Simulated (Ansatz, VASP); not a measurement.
# Two plane-wave programs on Be4Se3

```
Be Se
1.0
     3.53124    0.00000    0.00000
     0.00000    3.53124    0.00000
     0.00000    0.00000    9.29483
Be Se
4 3
Cartesian
  0.0000 1.7656 5.2820
  0.0000 1.7656 1.3264
  1.7656 0.0000 7.9684
  1.7656 0.0000 4.0129
  1.7656 1.7656 6.6241
  0.0000 0.0000 0.0000
  1.7656 1.7656 2.6707
```

Alike in both runs: functional PBE; k mesh 5 × 5 × 2; occupations gaussian, width 0.2 eV; no spin polarisation.

Ansatz relaxed the structure, and its values are those at the end. VASP's run is a single point on that final structure, the one shown.

```csv
,VASP,Ansatz
version,VASP 6.6.1,Ansatz 0.2.0
potentials or method,"VASP PAW PBE potentials, release 64 (Be, Se), cutoff 520 eV","scalar-relativistic, plane waves, PAW"
valence electrons in the cell,26,56
```

```tsv
	VASP	Ansatz	Ansatz less VASP
gap on the k mesh at the Fermi level (eV)	0.52	0.52	+0.007
least direct gap on the mesh (eV)	1.77	1.78	+0.010
pressure (GPa)	0.2	0.1	-0.18
rms of the force components (eV/Å)	0.016	0.012	-0.0038
```

The functional is the same, so the differences come from potentials, cutoffs and numerics. VASP's potentials hold 26 valence electrons a cell and Ansatz's 56, so a difference there can come from the potentials and not from the codes.
